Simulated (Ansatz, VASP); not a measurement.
InSe in VASP and in Ansatz

```xyz
4
Lattice="2.0444 1.1803 9.2175 -2.0444 1.1803 9.2175 0.0000 -2.3606 9.2175" Properties=species:S:1:pos:R:3 pbc="T T T"
In    0.0000    0.0000    0.1383
In    0.0000    0.0000    2.9638
Se    0.0000    0.0000   17.3015
Se    0.0000    0.0000   22.6709
```

Alike in both runs: task single point; functional PBE; k mesh 10 × 10 × 10; occupations tetrahedron; no spin polarisation.

|  | VASP | Ansatz |
| --- | --- | --- |
| version | VASP 6.6.1 | Ansatz 0.2.0 |
| potentials or method | VASP PAW PBE potentials, release 64 (In_d, Se), cutoff 520 eV | scalar-relativistic, plane waves, PAW |
| valence electrons in the cell | 38 | 58 |

Ansatz gave:

| Item | Value |
| --- | --- |
| gap on the k mesh at the Fermi level (eV) | 0.71 |
| pressure (GPa) | 0.0 |
| rms of the force components (eV/Å) | 0.000 |

**Question.** Which values does VASP return?

**Answer.** gap on the k mesh at the Fermi level (eV): 0.70; pressure (GPa): 0.0; rms of the force components (eV/Å): 0.008.

Atom by atom the forces differ by 0.008 eV/Å (rms over components). The functional is the same, so the differences come from potentials, cutoffs and numerics. VASP's potentials hold 38 valence electrons a cell and Ansatz's 58, so a difference there can come from the potentials and not from the codes. Ansatz's warnings: band table not solved further, tetrahedron derivatives may miss energy slope.
